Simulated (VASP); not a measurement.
# AgIr2 (P6/mmm) in VASP: notebook

The runs below take AgIr2 through single point, relaxation of cell and atoms, with PBE.

All numbers are computed with VASP 6.6.1; they aren't measurements. Logs are shortened: lines on timing, memory, paths and dates and some standing lists are left out, and cuts for length are marked.

### Step 1. The cell of the first run

Symmetry: P6/mmm, No. 191, hexagonal system. The conventional cell has a = 4.506 Å, b = 4.506 Å, c = 2.676 Å, α = 90.00°, β = 90.00°, γ = 120.00°. Within 3.5 Å of Ag (site symmetry 6/mmm) lie 2 Ag at 2.68 Å and 12 Ir at 2.93 Å. Within 3.4 Å of Ir (site symmetry -6m2) lie 5 Ir at 2.60 to 2.68 Å and 6 Ag at 2.93 Å.

### Step 2. Single point, PBE

INCAR

```
SYSTEM = AgIr2
  ALGO = Fast
  EDIFF = 1E-7
  ENCUT = 520
  GGA = PE
  ISIF = 2
  ISMEAR = 0
  LASPH = .True.
  LCHARG = .False.
  LREAL = .False.
  LWAVE = .False.
  NBANDS = 22
  NELM = 60
  PREC = Accurate
  SIGMA = 0.1
```

KPOINTS

```
k-points
0
Gamma
  6 6 4
  0 0 0
```

POSCAR

```
AgIr2
1.0
    4.5059570773      0.0000000000      0.0000000000
   -2.2529785386      3.9022732973      0.0000000000
    0.0000000000      0.0000000000      2.6762232830
Ag Ir
1 2
Direct
    0.0000000000      0.0000000000      0.0000000000
    0.3333333333      0.6666666667      0.5000000000
    0.6666666667      0.3333333333      0.5000000000
```

Potentials or basis: VASP PAW PBE potentials, release 64 (Ag, Ir).

Started as:

```bash
$ cat potpaw_PBE.64/Ag/POTCAR potpaw_PBE.64/Ir/POTCAR > POTCAR
$ mpirun -np 1 vasp_std > vasp.out
```

OUTCAR:

```text
SYSTEM = AgIr2
   EDIFF = 1E-7
   ENCUT = 520
   GGA = PE
   ISIF = 2
   ISMEAR = 0
   LASPH = .True.
   LREAL = .False.
   NELM = 60
   PREC = Accurate

 ion  position               nearest neighbor table
   1  0.000  0.000  0.000-   2 2.93   3 2.93   2 2.93   3 2.93   2 2.93   2 2.93   3 2.93   3 2.93
                             3 2.93   3 2.93   2 2.93   2 2.93
   2  0.333  0.667  0.500-   3 2.60   3 2.60   3 2.60   1 2.93   1 2.93   1 2.93   1 2.93   1 2.93
                             1 2.93
   3  0.667  0.333  0.500-   2 2.60   2 2.60   2 2.60   1 2.93   1 2.93   1 2.93   1 2.93   1 2.93
                             1 2.93

  LATTYP: Found a hexagonal cell.
 ALAT       =     4.5059570773
 C/A-ratio  =     0.5939300435

  Lattice vectors:

 A1 = (   4.5059570773,   0.0000000000,   0.0000000000)
 A2 = (  -2.2529785386,   3.9022732973,   0.0000000000)
 A3 = (   0.0000000000,   0.0000000000,   2.6762232830)

Analysis of symmetry for initial positions (statically):
=====================================================================
 Subroutine PRICEL returns:
 Original cell was already a primitive cell.

 Routine SETGRP: Setting up the symmetry group for a
 hexagonal supercell.

 Subroutine GETGRP returns: Found 24 space group operations
 (whereof 24 operations were pure point group operations)
 out of a pool of 24 trial point group operations.

The static configuration has the point symmetry D_6h.

Analysis of symmetry for dynamics (positions and initial velocities):
=====================================================================
 Subroutine PRICEL returns:
 Original cell was already a primitive cell.

 Routine SETGRP: Setting up the symmetry group for a
 hexagonal supercell.

 Subroutine GETGRP returns: Found 24 space group operations
 (whereof 24 operations were pure point group operations)
 out of a pool of 24 trial point group operations.

The dynamic configuration has the point symmetry D_6h.

 Subroutine INISYM returns: Found 24 space group operations
 (whereof 24 operations are pure point group operations),
 and found     1 'primitive' translations

----------------------------------------------------------------------------------------

                                     Primitive cell

  volume of cell :      47.0573

  direct lattice vectors                    reciprocal lattice vectors
     4.505957077  0.000000000  0.000000000     0.221928434  0.128130441  0.000000000
    -2.252978539  3.902273297  0.000000000     0.000000000  0.256260883  0.000000000
     0.000000000  0.000000000  2.676223283     0.000000000  0.000000000  0.373660900

  length of vectors
     4.505957077  4.505957077  2.676223283     0.256260883  0.256260883  0.373660900

  position of ions in fractional coordinates (direct lattice)
     0.000000000  0.000000000  0.000000000
     0.333333333  0.666666667  0.500000000
     0.666666667  0.333333333  0.500000000

  ion indices of the primitive-cell ions
   primitive index   ion index
                 1           1
                 2           2
                 3           3

----------------------------------------------------------------------------------------

 KPOINTS: k-points

Automatic generation of k-mesh.
 Grid dimensions read from file:
 generate k-points for:    6    6    4

 Generating k-lattice:

  Cartesian coordinates                     Fractional coordinates (reciprocal lattice)
     0.036988072  0.021355074  0.000000000     0.166666667 -0.000000000  0.000000000
     0.000000000  0.042710147  0.000000000     0.000000000  0.166666667  0.000000000
     0.000000000  0.000000000  0.093415225     0.000000000  0.000000000  0.250000000

  Length of vectors
     0.042710147  0.042710147  0.093415225

  Shift w.r.t. Gamma in fractional coordinates (k-lattice)
     0.000000000  0.000000000  0.000000000

 Subroutine IBZKPT returns following result:
 ===========================================

 Found     21 irreducible k-points:

 Following reciprocal coordinates:
            Coordinates               Weight
  0.000000  0.000000  0.000000      1.000000
  0.166667  0.000000  0.000000      6.000000
  0.333333  0.000000  0.000000      6.000000
  0.500000  0.000000  0.000000      3.000000
  0.166667  0.166667  0.000000      6.000000
  0.333333  0.166667  0.000000     12.000000
[... 13 lines left out ...]
  0.333333  0.166667  0.500000     12.000000
  0.333333  0.333333  0.500000      2.000000
   k-points           NKPTS =     21   k-points in BZ     NKDIM =     21   number of bands    NBANDS=     22
   number of dos      NEDOS =    301   number of ions     NIONS =      3
   total plane-waves  NPLWV =  25920
   dimension x,y,z NGX =    36 NGY =   36 NGZ =   20
   dimension x,y,z NGXF=    72 NGYF=   72 NGZF=   40
   ions per type =               1   2
   NGX,Y,Z   is equivalent  to a cutoff of  13.28, 13.28, 12.42 a.u.
   NGXF,Y,Z  is equivalent  to a cutoff of  26.56, 26.56, 24.85 a.u.
 SYSTEM =  AgIr2
   PREC   = accura    normal or accurate (medium, high low for compatibility)
   ISTART =      0    job   : 0-new  1-cont  2-samecut
   ICHARG =      2    charge: 1-file 2-atom 10-const
   ISPIN  =      1    spin polarized calculation?
   LNONCOLLINEAR =      F non collinear calculations
   LSORBIT =      F    spin-orbit coupling
   LASPH  =      T    aspherical Exc in radial PAW
   ENCUT  =  520.0 eV  38.22 Ry    6.18 a.u.   8.38  8.38  4.98*2*pi/ulx,y,z
   NELM   =     60;   NELMIN=  2; NELMDL= -5     # of ELM steps
   EDIFF  = 0.1E-06   stopping-criterion for ELM
   LREAL  =      F    real-space projection
   EDIFFG = 0.1E-05   stopping-criterion for IOM
   NSW    =      0    number of steps for IOM
   IBRION =     -1    ionic relax: 0-MD 1-quasi-New 2-CG
   NFREE  =      0    steps in history (QN), initial steepest desc. (CG)
   ISIF   =      2    stress and relaxation
   ISYM   =      2    0-nonsym 1-usesym 2-fastsym
   POTIM  = 0.5000    time-step for ionic-motion
   TEBEG  =    0.0;   TEEND  =   0.0 temperature during run
   PSTRESS=    0.0 pullay stress
   NELECT =      29.0000    total number of electrons
   NUPDOWN=      -1.0000    fix difference up-down
   EMIN   =  10.00;   EMAX   =-10.00  energy-range for DOS
   EFERMI =   0.00;   METHOD = LEGACY
   ISMEAR =     0;   SIGMA  =   0.10  broadening in eV -4-tet -1-fermi 0-gaus
   EFERMI_NEDOS =   21; number of points for ismear=-14 and -15
   IALGO  =     68    algorithm
   IMIX   =      4    mixing-type and parameters
     AMIX     =   0.40;   BMIX     =  1.00
     AMIX_MAG =   1.60;   BMIX_MAG =  1.00
  volume/ion in A,a.u.               =      15.69       105.85
  Fermi-wavevector in a.u.,A,eV,Ry     =   1.393152  2.632675 26.407170  1.940872
  Thomas-Fermi vector in A             =   2.516826
   LORBIT       =      0    0 simple, 1 ext, 2 COOP (PROOUT), +10 PAW based schemes
   GGA     = PE    functional components
   LHFCALC =     F    Hartree Fock is set to
   AEXX    =    0.0000 exact exchange contribution
   IVDW    =     0    specifies the selected vdW correction
   LEPSILON=     F    determine dielectric tensor
   LRPA    =     F    only Hartree local field effects (RPA)
 non-spin polarized calculation
 RMM-DIIS sequential band-by-band and
 Gauss-broadening in eV      SIGMA  =   0.10
  energy-cutoff  :      520.00
  volume of cell :       47.06
 maximum number of plane-waves:      1282
 NGX is ok and might be reduce to    36
   NGX = 17   NGY = 17   NGZ =  9

 number of electron      28.9999993 magnetization

 Free energy of the ion-electron system (eV)
  ---------------------------------------------------
  ext. energy  EPLUGINS =         0.00000000
  ---------------------------------------------------
  free energy    TOTEN  =       -19.33222202 eV

  energy without entropy =      -19.31765393  energy(sigma->0) =      -19.32493797

 E-fermi :   8.6674     XC(G=0): -13.1345

 val. band max:        8.6555550587   @ k =   0.3333   0.3333   0.0000
 cond. band min:       8.6867076034   @ k =   0.5000   0.0000   0.5000
 fundamental gap:      0.0311525446
 Fermi energy:         8.6673836286

 k-point     1 :       0.0000    0.0000    0.0000
  band No.  band energies     occupation
      1      -0.4896      2.00000
      2       2.2667      2.00000
      3       3.7966      2.00000
      4       3.7966      2.00000
      5       4.3202      2.00000
      6       4.5672      2.00000
[... 14 lines left out ...]
     21      16.4448      0.00000
     22      16.4448      0.00000

 k-point     2 :       0.1667    0.0000    0.0000
  band No.  band energies     occupation
      1      -0.1301      2.00000
      2       2.3183      2.00000
      3       3.2525      2.00000
      4       3.6989      2.00000
      5       4.1879      2.00000
      6       4.4930      2.00000
[... 14 lines left out ...]
     21      18.3881      0.00000
     22      18.8248      0.00000

 k-point     3 :       0.3333    0.0000    0.0000
  band No.  band energies     occupation
      1       0.8459      2.00000
      2       2.1925      2.00000
      3       2.6934      2.00000
      4       3.6963      2.00000
      5       3.7243      2.00000
      6       4.2791      2.00000
[... 14 lines left out ...]
     21      20.9097      0.00000
     22      21.5281      0.00000

 k-point     4 :       0.5000    0.0000    0.0000
  band No.  band energies     occupation
      1       1.9543      2.00000
      2       1.9756      2.00000
      3       2.1465      2.00000
      4       3.3713      2.00000
      5       3.8166      2.00000
      6       4.2960      2.00000
[... 14 lines left out ...]
     21      22.4735      0.00000
     22      22.9093      0.00000

 k-point     5 :       0.1667    0.1667    0.0000
  band No.  band energies     occupation
      1       0.5313      2.00000
      2       2.3146      2.00000
      3       2.7591      2.00000
      4       3.3481      2.00000
      5       4.2682      2.00000
      6       4.4475      2.00000
[... 342 lines left out ...]
 k-point    19 :       0.1667    0.1667    0.5000
  band No.  band energies     occupation
      1       2.0577      2.00000
      2       2.7795      2.00000
      3       2.8016      2.00000
      4       3.2587      2.00000
      5       3.7952      2.00000
      6       4.5442      2.00000
[... 14 lines left out ...]
     21      16.4498      0.00000
     22      19.4069      0.00000

 k-point    20 :       0.3333    0.1667    0.5000
  band No.  band energies     occupation
      1       2.2816      2.00000
      2       2.6520      2.00000
      3       2.8799      2.00000
      4       3.7803      2.00000
      5       4.1264      2.00000
      6       4.4038      2.00000
[... 14 lines left out ...]
     21      15.7236      0.00000
     22      20.6719      0.00000

 k-point    21 :       0.3333    0.3333    0.5000
  band No.  band energies     occupation
      1       2.4819      2.00000
      2       2.7279      2.00000
      3       2.7279      2.00000
      4       4.0727      2.00000
      5       4.2360      2.00000
      6       4.2360      2.00000
[... 14 lines left out ...]
     21      15.2513      0.00000
     22      22.6995      0.00000

------------------------ aborting loop because EDIFF is reached ----------------------------------------

  FORCE on cell =-STRESS in cart. coord.  units (eV):
  Direction    XX          YY          ZZ          XY          YZ          ZX
  --------------------------------------------------------------------------------------
  -------------------------------------------------------------------------------------
  Total        0.0289674      0.0289674      0.0454487      0.0000000      0.0000000     -0.0000000
  in kB        0.9862626      0.9862626      1.5474071      0.0000000      0.0000000     -0.0000000
  external PRESSURE =       1.1733108 kB  Pullay stress =       0.0000000 kB

 VOLUME and BASIS-vectors are now :
 -----------------------------------------------------------------------------
  energy-cutoff  :      520.00
  volume of cell :       47.06
      direct lattice vectors                 reciprocal lattice vectors
     4.505957077  0.000000000  0.000000000     0.221928434  0.128130441  0.000000000
    -2.252978539  3.902273297  0.000000000     0.000000000  0.256260883  0.000000000
     0.000000000  0.000000000  2.676223283     0.000000000  0.000000000  0.373660900

 POSITION                                       TOTAL-FORCE (eV/Angst)
 -----------------------------------------------------------------------------------
      0.00000      0.00000      0.00000         0.000000      0.000000      0.000000
     -0.00000      2.60152      1.33811         0.000000      0.000000     -0.000000
      2.25298      1.30076      1.33811        -0.000000      0.000000      0.000000
 -----------------------------------------------------------------------------------
    total drift:                                0.000000      0.000000     -0.000000

  FREE ENERGIE OF THE ION-ELECTRON SYSTEM (eV)
  ---------------------------------------------------
  free  energy   TOTEN  =       -19.3322220189 eV

  energy  without entropy=      -19.3176539254  energy(sigma->0) =      -19.32493797
```

Wall time 30 s (1 thread of AMD EPYC 7R43 (Zen 3), shared host); peak memory 0.14 GiB.

What came out:

| Property | Result |
| --- | --- |
| Free energy | -19.3322 eV |
| Pressure | 0.1 GPa |
| Band gap on the k mesh | zero (an odd number of electrons rules out a gap without spin polarisation) |

Levels at points of the mesh, in eV from the Fermi level:
```
           k point  band 12  band 13  band 14  band 15  band 16  band 17
(0.00, 0.00, 0.00)    -2.96    -0.98    -0.98     0.87     0.87     5.44
(0.50, 0.00, 0.00)    -0.78    -0.76     0.03     0.35     0.36     0.61
(0.00, 0.00, 0.50)    -2.27    -0.62    -0.62     0.12     2.66     3.88
(0.50, 0.00, 0.50)    -1.40    -0.77     0.02     1.60     2.55     3.88
```

Caveat: the k points lie up to 0.59 Å⁻¹ apart, too coarse for converged energies and pressures of a metal; spin-orbit coupling is left out, which moves the levels of the heavy elements.

### Step 3. Single point, PBE

This run uses another cell than the first one, of 14.50 Å³/atom.

INCAR

```
SYSTEM = AgIr2
ALGO = Normal
EDIFF = 1E-6
ENCUT = 520
GGA = PE
ISIF = 2
ISMEAR = 0
LASPH = .TRUE.
LCHARG = .FALSE.
LREAL = .FALSE.
LWAVE = .FALSE.
NBANDS = 22
NELM = 100
PREC = Accurate
SIGMA = 0.1
```

KPOINTS

```
k-points
0
G
  6 6 6
  0 0 0
```

POSCAR

```
AgIr2
1.0
    3.5961273062      0.0000000000      0.0000000000
   -1.7980636531      3.1143376024      0.0000000000
    0.0000000000      0.0000000000      3.8828617093
Ag Ir
1 2
Direct
    0.0000000000      0.0000000000      0.0000000000
    0.3333333333      0.6666666667      0.5000000000
    0.6666666667      0.3333333333      0.5000000000
```

Potentials or basis: VASP PAW PBE potentials, release 64 (Ag, Ir).

Started as:

```bash
$ cat potpaw_PBE.64/Ag/POTCAR potpaw_PBE.64/Ir/POTCAR > POTCAR
$ mpirun -np 1 vasp_std > vasp.out
```

Run time: 27 s. Hardware: 1 thread of AMD EPYC 7R43 (Zen 3), shared host; peak memory 0.14 GiB.

The run converged. Its results:

- Free energy: -12.3890 eV
- Pressure: 118.5 GPa
- Band gap on the k mesh: zero (an odd number of electrons rules out a gap without spin polarisation)

Stress tensor (GPa, compression positive):
```
163.03   0.00   0.00
  0.00 163.03   0.00
  0.00   0.00  29.30
```

Levels at points of the mesh, in eV from the Fermi level:
| k point | band 11 | band 12 | band 13 | band 14 | band 15 | band 16 | band 17 | band 18 |
| --- | --- | --- | --- | --- | --- | --- | --- | --- |
| (0.00, 0.00, 0.00) | -3.99 | -3.98 | -3.98 | -0.79 | 0.46 | 0.46 | 1.52 | 9.18 |
| (0.50, 0.00, 0.00) | -3.23 | -2.45 | -1.16 | -1.13 | 0.93 | 1.20 | 3.61 | 3.86 |
| (0.00, 0.00, 0.50) | -3.35 | -3.35 | -2.68 | -2.68 | -1.13 | -1.13 | 0.19 | 9.63 |
| (0.50, 0.00, 0.50) | -3.76 | -2.47 | -1.40 | -0.38 | 1.02 | 1.20 | 1.99 | 3.88 |

Caveat: the cell stands under pressure; spin-orbit coupling is left out, which moves the levels of the heavy elements.

[end of part 1 of 2]
